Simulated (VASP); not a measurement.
# Fe (Fm-3m) in VASP: a series of runs

The runs below take Fe through density of states, electric field gradients, with PBE, PBEsol, r2SCAN.

Everything below comes from runs of VASP 6.6.1. Logs are shortened: lines on timing, memory, paths and dates and some standing lists are left out, and cuts for length are marked.

**1. The cell of the first run**

It takes space group Fm-3m (No. 225, cubic). The conventional cell has a = 3.656 Å, b = 3.656 Å, c = 3.656 Å, α = 90.00°, β = 90.00°, γ = 90.00°. Within 3.4 Å of Fe (site symmetry m-3m) lie 12 Fe at 2.58 Å.

**2. Density of states, PBE**

File POSCAR:

```
Fe
1.0
    0.0000000000      1.8277755852      1.8277755852
    1.8277755852      0.0000000000      1.8277755852
    1.8277755852      1.8277755852      0.0000000000
Fe
1
Direct
    0.0000000000      0.0000000000      0.0000000000
```

File INCAR.step1:

```
SYSTEM = Fe
PREC = Accurate ; ENCUT = 520
EDIFF = 1E-6 ; ISMEAR = -1
SIGMA = 0.03 ; LREAL = .FALSE.
LASPH = .TRUE. ; NELM = 100
ALGO = Normal ; ISIF = 2
LWAVE = .FALSE. ; LCHARG = .TRUE.
LMAXMIX = 4 ; GGA = PE
NBANDS = 10
```

File KPOINTS.step1:

```
Automatic mesh
0
G
  17 17 17
  0 0 0
```

File INCAR.step2:

```
SYSTEM = Fe
PREC = Accurate ; ENCUT = 520
EDIFF = 1E-6 ; ISMEAR = -5
SIGMA = 0.03 ; LREAL = .FALSE.
LASPH = .TRUE. ; NELM = 100
ALGO = Normal ; ISIF = 2
LWAVE = .FALSE. ; LCHARG = .FALSE.
LMAXMIX = 4 ; GGA = PE
LORBIT = 10 ; NEDOS = 1001
ICHARG = 11
```

File KPOINTS.step2:

```
Automatic mesh
0
G
  26 26 26
  0 0 0
```

Potentials or basis: VASP PAW PBE potentials, release 64 (Fe).

On the command line:

```console
$ cat potpaw_PBE.64/Fe/POTCAR > POTCAR
$ cp INCAR.step1 INCAR
$ cp KPOINTS.step1 KPOINTS
$ mpirun -np 1 vasp_std > vasp.out
$ cp INCAR.step2 INCAR
$ cp KPOINTS.step2 KPOINTS
$ mpirun -np 1 vasp_std > vasp.out
```

OUTCAR:

```text
SYSTEM = Fe
   PREC = Accurate
   ENCUT = 520
   EDIFF = 1E-6
   ISMEAR = -5
   LREAL = .FALSE.
   LASPH = .TRUE.
   NELM = 100
   ISIF = 2
   GGA = PE
   LORBIT = 10
   ICHARG = 11

 ion  position               nearest neighbor table
   1  0.000  0.000  0.000-

  LATTYP: Found a face centered cubic cell.
 ALAT       =     3.6555511704

  Lattice vectors:

 A1 = (   0.0000000000,   1.8277755852,   1.8277755852)
 A2 = (   1.8277755852,   0.0000000000,   1.8277755852)
 A3 = (   1.8277755852,   1.8277755852,   0.0000000000)

Analysis of symmetry for initial positions (statically):
=====================================================================
 Subroutine PRICEL returns:
 Original cell was already a primitive cell.

 Routine SETGRP: Setting up the symmetry group for a
 face centered cubic supercell.

 Subroutine GETGRP returns: Found 48 space group operations
 (whereof 48 operations were pure point group operations)
 out of a pool of 48 trial point group operations.

The static configuration has the point symmetry O_h .

Analysis of symmetry for dynamics (positions and initial velocities):
=====================================================================
 Subroutine PRICEL returns:
 Original cell was already a primitive cell.

 Routine SETGRP: Setting up the symmetry group for a
 face centered cubic supercell.

 Subroutine GETGRP returns: Found 48 space group operations
 (whereof 48 operations were pure point group operations)
 out of a pool of 48 trial point group operations.

The dynamic configuration has the point symmetry O_h .

 Subroutine INISYM returns: Found 48 space group operations
 (whereof 48 operations are pure point group operations),
 and found     1 'primitive' translations

----------------------------------------------------------------------------------------

                                     Primitive cell

  volume of cell :      12.2123

  direct lattice vectors                    reciprocal lattice vectors
     0.000000000  1.827775585  1.827775585    -0.273556559  0.273556559  0.273556559
     1.827775585  0.000000000  1.827775585     0.273556559 -0.273556559  0.273556559
     1.827775585  1.827775585  0.000000000     0.273556559  0.273556559 -0.273556559

  length of vectors
[... 84 lines left out ...]
   EDIFFG = 0.1E-04   stopping-criterion for IOM
   NSW    =      0    number of steps for IOM
   IBRION =     -1    ionic relax: 0-MD 1-quasi-New 2-CG
   NFREE  =      0    steps in history (QN), initial steepest desc. (CG)
   ISIF   =      2    stress and relaxation
   ISYM   =      2    0-nonsym 1-usesym 2-fastsym
   POTIM  = 0.5000    time-step for ionic-motion
   TEBEG  =    0.0;   TEEND  =   0.0 temperature during run
   PSTRESS=    0.0 pullay stress
   NELECT =       8.0000    total number of electrons
   NUPDOWN=      -1.0000    fix difference up-down
   EMIN   =  10.00;   EMAX   =-10.00  energy-range for DOS
   EFERMI =   0.00;   METHOD = LEGACY
   ISMEAR =    -5;   SIGMA  =   0.03  broadening in eV -4-tet -1-fermi 0-gaus
   EFERMI_NEDOS =   21; number of points for ismear=-14 and -15
   IALGO  =     38    algorithm
   IMIX   =      4    mixing-type and parameters
     AMIX     =   0.40;   BMIX     =  1.00
     AMIX_MAG =   1.60;   BMIX_MAG =  1.00
  volume/ion in A,a.u.               =      12.21        82.41
  Fermi-wavevector in a.u.,A,eV,Ry     =   1.421800  2.686813 27.504399  2.021516
  Thomas-Fermi vector in A             =   2.542572
   LORBIT       =     10    0 simple, 1 ext, 2 COOP (PROOUT), +10 PAW based schemes
   GGA     = PE    functional components
   LHFCALC =     F    Hartree Fock is set to
   AEXX    =    0.0000 exact exchange contribution
   IVDW    =     0    specifies the selected vdW correction
   LEPSILON=     F    determine dielectric tensor
   LRPA    =     F    only Hartree local field effects (RPA)
 non-spin polarized calculation
 Fermi weights with tetrahedron method with Bloechl corrections
  energy-cutoff  :      520.00
  volume of cell :       12.21
 maximum number of plane-waves:       342

 number of electron       8.0000006 magnetization

 Free energy of the ion-electron system (eV)
  ---------------------------------------------------
  ext. energy  EPLUGINS =         0.00000000
  ---------------------------------------------------
  free energy    TOTEN  =        -7.83109606 eV

  energy without entropy =       -7.83109606  energy(sigma->0) =       -7.83109606

 E-fermi :   4.9805     XC(G=0): -12.7636

 val. band max:        5.0472949277   @ k =   0.4615   0.0000   0.0000
 cond. band min:       4.9689267688   @ k =   0.2308   0.0000   0.0000
 fundamental gap:     -0.0783681589
 Fermi energy:         4.9805071032

 k-point     1 :       0.0000    0.0000    0.0000
  band No.  band energies     occupation
      1      -2.8563      2.00000
      2       3.7275      2.00000
      3       3.7275      2.00000
      4       3.7275      2.00000
      5       4.9188      2.00000
      6       4.9188      2.00000
      7      26.8182      0.00000
      8      31.0799      0.00000
[... 243 lines left out ...]
 k-point    24 :       0.3846    0.0385    0.0000
  band No.  band energies     occupation
      1       0.7335      2.00000
      2       3.7282      2.00000
      3       3.7981      2.00000
      4       3.8457      2.00000
      5       5.5150      0.00000
      6       5.5573      0.00000
      7      14.4820      0.00000
      8      25.7895      0.00000

 [... further k-points ...]

------------------------ aborting loop because EDIFF is reached ----------------------------------------

  FORCE on cell =-STRESS in cart. coord.  units (eV):
  Direction    XX          YY          ZZ          XY          YZ          ZX
  --------------------------------------------------------------------------------------
  -------------------------------------------------------------------------------------
  Total       -2.7193950     -2.7193950     -2.7193950     -0.0000000      0.0000000      0.0000000
  in kB     -356.7666568   -356.7666568   -356.7666568     -0.0000000      0.0000000      0.0000000
  external PRESSURE =    -356.7666568 kB  Pullay stress =       0.0000000 kB

 VOLUME and BASIS-vectors are now :
 -----------------------------------------------------------------------------
  energy-cutoff  :      520.00
  volume of cell :       12.21
      direct lattice vectors                 reciprocal lattice vectors
     0.000000000  1.827775585  1.827775585    -0.273556559  0.273556559  0.273556559
     1.827775585  0.000000000  1.827775585     0.273556559 -0.273556559  0.273556559
     1.827775585  1.827775585  0.000000000     0.273556559  0.273556559 -0.273556559

 POSITION                                       TOTAL-FORCE (eV/Angst)
 -----------------------------------------------------------------------------------
      0.00000      0.00000      0.00000         0.000000      0.000000      0.000000
 -----------------------------------------------------------------------------------
    total drift:                                0.000000     -0.000000      0.000000

  FREE ENERGIE OF THE ION-ELECTRON SYSTEM (eV)
  ---------------------------------------------------
  free  energy   TOTEN  =        -7.8310960610 eV

  energy  without entropy=       -7.8310960610  energy(sigma->0) =       -7.83109606

 total charge

# of ion       s       p       d       tot
------------------------------------------
    1        0.455   0.471   6.192   7.118
```

OUTCAR.step1:

```text
SYSTEM = Fe
   PREC = Accurate
   ENCUT = 520
   EDIFF = 1E-6
   ISMEAR = -1
   LREAL = .FALSE.
[... 529 lines left out ...]
 -----------------------------------------------------------------------------------
      0.00000      0.00000      0.00000        -0.000000      0.000000     -0.000000
 -----------------------------------------------------------------------------------
    total drift:                                0.000000     -0.000000      0.000000

  FREE ENERGIE OF THE ION-ELECTRON SYSTEM (eV)
  ---------------------------------------------------
  free  energy   TOTEN  =        -7.8318987433 eV

  energy  without entropy=       -7.8235410039  energy(sigma->0) =       -7.82771987
```

It took 17 s on 1 thread of Intel Xeon 6975P-C (Granite Rapids), shared host; peak memory 0.17 GiB.

What came out:

```yaml
Valence_electrons_inside_the_program's_atomic_spheres: Fe 7.12
```

Levels at points of the mesh, in eV from the Fermi level:
```tsv
k point	band 1	band 2	band 3	band 4	band 5	band 6	band 7	band 8
(0.00, 0.00, 0.00)	-7.84	-1.25	-1.25	-1.25	-0.06	-0.06	21.84	26.10
(0.50, 0.00, 0.00)	-3.92	-1.32	-1.32	0.26	0.76	0.76	6.74	20.50
(0.50, 0.50, 0.00)	-3.86	-3.24	0.73	0.97	0.97	2.87	9.91	14.43
```

Caveat: the run has no spin polarisation, though such a crystal can be magnetic; tetrahedron occupations give inexact forces and stress in metals.

**3. Electric field gradients, PBEsol, collinear spin, ferromagnetic start (functional pbesol, volume scaled by 0.96)**

File INCAR:

```
PREC     = Accurate       # precision mode
ENCUT    = 520            # plane-wave cutoff, eV
EDIFF    = 1E-8           # SCF threshold, eV
ISMEAR   = -1             # smearing method
SIGMA    = 0.03           # smearing width, eV
LREAL    = False          # projectors in reciprocal space
LASPH    = True           # aspherical terms in the spheres
NELM     = 150            # most SCF steps
ALGO     = Normal         # electronic algorithm
ISIF     = 2              # what is computed and relaxed
LWAVE    = False          # write WAVECAR
LCHARG   = False          # write CHGCAR
ISPIN    = 2              # spin polarisation
MAGMOM   = 3              # initial moments
LORBIT   = 11             # projections on sites
LMAXMIX  = 4              # l up to which the mixer works
GGA      = PS             # functional
LEFG     = True         
NBANDS   = 14             # bands
```

File KPOINTS:

```
Automatic mesh
0
Gamma
  17 17 17
```

File POSCAR:

```
Fe
1.0
    0.0000000000      1.8030728870      1.8030728870
    1.8030728870      0.0000000000      1.8030728870
    1.8030728870      1.8030728870      0.0000000000
Fe
1
Direct
    0.0000000000      0.0000000000      0.0000000000
```

Potentials or basis: VASP PAW PBE potentials, release 64 (Fe).

On the command line:

```console
$ cat potpaw_PBE.64/Fe/POTCAR > POTCAR
$ mpirun -np 1 vasp_std > vasp.out
```

OUTCAR:

```text
PREC = Accurate
   ENCUT = 520
   EDIFF = 1E-8
   ISMEAR = -1
   LREAL = False
   LASPH = True
   NELM = 150
   ISIF = 2
   ISPIN = 2
   LORBIT = 11
   GGA = PS

 ion  position               nearest neighbor table
   1  0.000  0.000  0.000-

  LATTYP: Found a face centered cubic cell.
 ALAT       =     3.6061457740

  Lattice vectors:

 A1 = (   0.0000000000,   1.8030728870,   1.8030728870)
 A2 = (   1.8030728870,   0.0000000000,   1.8030728870)
 A3 = (   1.8030728870,   1.8030728870,   0.0000000000)

Analysis of symmetry for initial positions (statically):
=====================================================================
 Subroutine PRICEL returns:
 Original cell was already a primitive cell.

 Routine SETGRP: Setting up the symmetry group for a
 face centered cubic supercell.

[... 1024 lines left out ...]
      direct lattice vectors                 reciprocal lattice vectors
     0.000000000  1.803072887  1.803072887    -0.277304375  0.277304375  0.277304375
     1.803072887  0.000000000  1.803072887     0.277304375 -0.277304375  0.277304375
     1.803072887  1.803072887  0.000000000     0.277304375  0.277304375 -0.277304375

 POSITION                                       TOTAL-FORCE (eV/Angst)
 -----------------------------------------------------------------------------------
      0.00000      0.00000      0.00000        -0.000000     -0.000000      0.000000
 -----------------------------------------------------------------------------------
    total drift:                                0.000000      0.000000      0.000000

  FREE ENERGIE OF THE ION-ELECTRON SYSTEM (eV)
  ---------------------------------------------------
  free  energy   TOTEN  =        -8.7215261878 eV

  energy  without entropy=       -8.7179987907  energy(sigma->0) =       -8.71976249

 Electric field gradients (V/A^2)
---------------------------------------------------------------------
 ion       V_xx      V_yy      V_zz      V_xy      V_xz      V_yz
---------------------------------------------------------------------
   1       0.000    -0.000    -0.000    -0.001    -0.001    -0.001
---------------------------------------------------------------------

 Electric field gradients after diagonalization (V/A^2)
 (convention: |V_zz| > |V_xx| > |V_yy|)
----------------------------------------------------------------------
 ion       V_xx      V_yy      V_zz     asymmetry (V_yy - V_xx)/ V_zz
----------------------------------------------------------------------
   1       0.001     0.001    -0.002       0.000
----------------------------------------------------------------------

           NMR quadrupolar parameters

 Cq : quadrupolar parameter    Cq=e*Q*V_zz/h
 eta: asymmetry parameters     (V_yy - V_xx)/ V_zz
 Q  : nuclear electric quadrupole moment in mb (millibarn)
----------------------------------------------------------------------
 ion       Cq(MHz)       eta       Q (mb)
----------------------------------------------------------------------
   1      -0.000       0.000       1.000
----------------------------------------------------------------------

 total charge

# of ion       s       p       d       tot
------------------------------------------
    1        0.484   0.521   6.204   7.210

 magnetization (x)

# of ion       s       p       d       tot
------------------------------------------
    1       -0.019  -0.047   2.553   2.487
```

stdout:

```text
POSCAR found type information on POSCAR Fe
 POSCAR found :  1 types and       1 ions
 scaLAPACK will be used
 -----------------------------------------------------------------------------
|                                                                             |
|                                                                             |
|     You enforced a specific xc type in the INCAR file but a different       |
|     I HOPE YOU KNOW WHAT YOU ARE DOING!                                     |
|                                                                             |
 -----------------------------------------------------------------------------

 LDA part: xc-table for (Slater+PW92), standard interpolation
 POSCAR, INCAR and KPOINTS ok, starting setup
 FFT: planning ... GRIDC
 FFT: planning ... GRID_SOFT
 FFT: planning ... GRID
 WAVECAR not read
 entering main loop
ion   1
```

Run time: 3.9 min. Hardware: 1 thread of Intel Xeon 6975P-C (Granite Rapids), shared host; peak memory 0.18 GiB.

Results:

* Free energy: -8.7215 eV
* Pressure: -5.5 GPa
* Net moment: 2.50 μB per cell
* Site moments: Fe +2.49 μB
* Valence electrons inside the program's atomic spheres: Fe 7.21

Caveat: without QUAD_EFG the Cq values of the log hold for a quadrupole moment of 1 mb, not for the nuclei; the PAW data sets were made with another functional, which shifts forces and pressure a little.

(Continued in part 2 of 2.)
